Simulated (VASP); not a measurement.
A run of VASP 6.6.1 is set up as follows.

INCAR

```
ALGO     = Normal         # electronic algorithm
EDIFF    = 1E-7           # SCF threshold, eV
ENCUT    = 520            # plane-wave cutoff, eV
GGA      = PE             # functional
ISIF     = 2              # what is computed and relaxed
ISMEAR   = -1             # smearing method
LASPH    = T              # aspherical terms in the spheres
LCHARG   = F              # write CHGCAR
LREAL    = F              # projectors in reciprocal space
LWAVE    = F              # write WAVECAR
NBANDS   = 15             # bands
NELM     = 80             # most SCF steps
PREC     = Accurate       # precision mode
SIGMA    = 0.05           # smearing width, eV
```

The input KPOINTS:

```
k-points
0
Gamma
  9 9 9
```

POSCAR

```
TiC
1.0
    0.0000000000      2.1657188437      2.1657188437
    2.1657188437      0.0000000000      2.1657188437
    2.1657188437      2.1657188437      0.0000000000
Ti C
1 1
Direct
    0.0000000000      0.0000000000      0.0000000000
    0.5000000000      0.5000000000      0.5000000000
```

Potentials or basis: VASP PAW PBE potentials, release 64 (Ti_sv, C).

Command:

```sh
$ cat potpaw_PBE.64/Ti_sv/POTCAR potpaw_PBE.64/C/POTCAR > POTCAR
$ mpirun -np 1 vasp_std > vasp.out
```

**Question.** What does it give for the band gap on the k mesh?

**Answer.** Zero (band 8 reaches 10.10 eV, above the bottom of band 9 at 9.04 eV).

**Question.** Predict the pressure.

**Answer.** 0.5 GPa.
